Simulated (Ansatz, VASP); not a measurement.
# W3C: VASP beside Ansatz

```
W C
1.0
     2.85459    0.00000    0.00000
    -1.42730    2.47215    0.00000
     0.00000    0.00000   21.69711
W C
3 1
Direct
  0.66667 0.33333 0.18436
  0.33333 0.66667 0.29260
  0.00000 0.00000 0.40084
  0.77778 0.22222 0.53588
```

Alike in both runs: task single point; functional PBE; k mesh 9 × 9 × 1; occupations gaussian, width 0.1 eV; no spin polarisation.

|  | VASP | Ansatz |
| --- | --- | --- |
| version | VASP 6.6.1 | Ansatz 0.2.0 |
| potentials or method | VASP PAW PBE potentials, release 64 (W_sv, C), cutoff 520 eV | scalar-relativistic, plane waves, PAW |
| valence electrons in the cell | 46 | 46 |

Ansatz gave:

| Property | Result |
| --- | --- |
| gap on the k mesh at the Fermi level (eV) | none |
| rms of the force components (eV/Å) | 0.648 |

Which values does VASP return?

gap on the k mesh at the Fermi level (eV): none; rms of the force components (eV/Å): 0.653.

Atom by atom the forces differ by 0.010 eV/Å (rms over components). A gap of «none» marks a metal or a gap that the smearing closes. With one functional, cell and mesh, what is left measures potentials, basis and numerics.

Spin-orbit coupling is off throughout.
